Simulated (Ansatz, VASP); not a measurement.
Two plane-wave programs on Sb

Contents of INCAR:

```
PREC = Accurate
ENCUT = 520
EDIFF = 1E-6
ISMEAR = -1
SIGMA = 0.1
LREAL = F
LASPH = T
NELM = 150
ALGO = Normal
ISIF = 2
LWAVE = F
LCHARG = F
MAGMOM = 0 0 0 0 0 0
LORBIT = 11
LSORBIT = T
GGA_COMPAT = F
LORBMOM = T
GGA = PE
NBANDS = 22
```

Contents of KPOINTS:

```
regular mesh
0
Gamma
  8 8 8
```

The input POSCAR:

```
Sb
1.0
    0.0000000000      3.4984747387      3.4984747387
    3.4984747387      0.0000000000      3.4984747387
    3.4984747387      3.4984747387      0.0000000000
Sb
2
Direct
    0.1250000000      0.1250000000      0.1250000000
    0.8750000000      0.8750000000      0.8750000000
```

Input for Ansatz:

```yaml
crystal:
  lattice:
    - [0.0, 3.4984747387, 3.4984747387]
    - [3.4984747387, 0.0, 3.4984747387]
    - [3.4984747387, 3.4984747387, 0.0]
  atoms:
    - { symbol: Sb, position: [0.125, 0.125, 0.125] }
    - { symbol: Sb, position: [0.875, 0.875, 0.875] }
hamiltonian:
  xc: pbe
  pseudopotentials:
    kind: paw_fr
    azcp:
      Sb: "pseudopotentials/Sb.paw.azcp"
basis:
  ecutwfc: 420
  fft_grid_basis: typed
kpoints:
  mp_grid: { grid: [8, 8, 8], shift: [0, 0, 0] }
magnetization:
  noncollinear: true
  spin_orbit: true
scf:
  occupations: { method: fermi_dirac, width: 0.1 }
```

Alike in both runs: task single point; functional PBE; k mesh 8 × 8 × 8; occupations fermi-dirac, width 0.1 eV; non-collinear spin, spin-orbit coupling.

|  | VASP | Ansatz |
| --- | --- | --- |
| version | VASP 6.6.1 | Ansatz 0.2.0 |
| potentials or method | VASP PAW PBE potentials, release 64 (Sb), cutoff 520 eV | plane waves (420 eV) with PAW, fully relativistic with spin-orbit coupling |
| valence electrons in the cell | 10 | 30 |

```tsv
	VASP	Ansatz	Ansatz less VASP
net moment per atom (μB)	0.00	0.00	0.000
```

VASP's potentials hold 10 valence electrons a cell and Ansatz's 30, so a difference there can come from the potentials and not from the codes.
